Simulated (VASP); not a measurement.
RhO:

```
CELL_PARAMETERS angstrom
2.53410 0.00000 0.00000
0.00000 2.53410 0.00000
0.00000 0.00000 3.32148
ATOMIC_POSITIONS crystal
Rh 0.50000 0.50000 0.50000
O 0.00000 0.00000 0.00000
```

- Program: VASP 6.6.1
- Task: relaxation of cell and atoms
- Functional: PBE
- Potentials or basis: VASP PAW PBE potentials, release 64 (Rh_pv, O)
- Cutoff: 600 eV
- k mesh: 22 × 22 × 16
- Occupations: gaussian, width 0.1 eV
- Spin: no spin polarisation

At the start: pressure 3.2 GPa; volume 10.66 Å³/atom.

Task: How do energy, volume and symmetry change on relaxing?

Result: Over 7 steps the energy falls by 248.8 meV/atom and the volume is 10.51 Å³/atom (-1.4 %); space group P4/mmm (No. 123, to 0.1 Å) before, Pm-3m (No. 221, to 0.1 Å).

The path:
| step | energy change (eV) | largest force (eV/Å) | pressure (GPa) | volume (Å³) |
| --- | --- | --- | --- | --- |
| 1 | 0.0000 | 0.0000 | 3.16 | 21.33 |
| 2 | -0.3888 | 0.0000 | -6.51 | 21.83 |
| 3 | -0.4639 | 0.0000 | -8.75 | 21.97 |
| 4 | -0.4594 | 0.0000 | 12.53 | 20.00 |
| 5 | -0.4965 | 0.0000 | 0.53 | 20.98 |
| 6 | -0.4974 | 0.0000 | 0.19 | 21.00 |
| 7 | -0.4976 | 0.0000 | -0.02 | 21.02 |

Final structure:
```
CELL_PARAMETERS angstrom
2.75964 0.00000 0.00000
0.00000 2.75964 0.00000
0.00000 0.00000 2.76054
ATOMIC_POSITIONS crystal
Rh 0.50000 0.50000 0.50000
O 0.00000 0.00000 0.00000
```

Caveat: a cell axis changed by over 15 % at a fixed basis, so the end point is rough; an odd number of electrons without spin polarisation forces a metal; a magnetic or distorted state may lie lower.
